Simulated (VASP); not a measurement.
Set up this calculation in VASP 6.6.1, as the native input.

```
Task                   : single point
Functional             : PBEsol
Potentials or basis    : VASP PAW PBE potentials, release 64 (B, N)
Cutoff                 : 520 eV
k mesh                 : 12 × 12 × 12
Occupations            : gaussian, width 0.02 eV
Spin                   : no spin polarisation
Dipole correction      : no
Further INCAR settings : ALGO = Normal; EDIFF = 1e-07; NBANDS = 11
```

The structure of BN lies in POSCAR:

```
BN
1.0
    0.0000000000      1.7696884061      1.7696884061
    1.7696884061      0.0000000000      1.7696884061
    1.7696884061      1.7696884061      0.0000000000
B N
1 1
Direct
    0.0000000000      0.0000000000      0.0000000000
    0.7500000000      0.7500000000      0.7500000000
```

This cell differs from its parent crystal: strained.

These files were run (other wordings do the same):

INCAR

```
SYSTEM = BN
  PREC = Accurate
  ENCUT = 520
  EDIFF = 1E-7
  ISMEAR = 0
  SIGMA = 0.02
  LREAL = .False.
  LASPH = .True.
  NELM = 80
  ALGO = Normal
  ISIF = 2
  LWAVE = .False.
  LCHARG = .False.
  GGA = PS
  NBANDS = 11
```

KPOINTS

```
regular mesh
0
Gamma
  12 12 12
  0 0 0
```

Potentials or basis: VASP PAW PBE potentials, release 64 (B, N).

Command:

```sh
$ cat potpaw_PBE.64/B/POTCAR potpaw_PBE.64/N/POTCAR > POTCAR
$ mpirun -np 1 vasp_std > vasp.out
```

It gave:

```yaml
Pressure: 24.6 GPa
Band_gap_on_the_k_mesh: 4.34 eV (least direct gap 9.06 eV)
```

Caveat: the cell differs from its parent crystal (strained); the cell stands under pressure; the PAW data sets were made with another functional, which shifts forces and pressure a little.

Run time: 11 s on 1 thread of AMD EPYC 7R13, with other jobs on the host, peak memory 0.09 GiB.
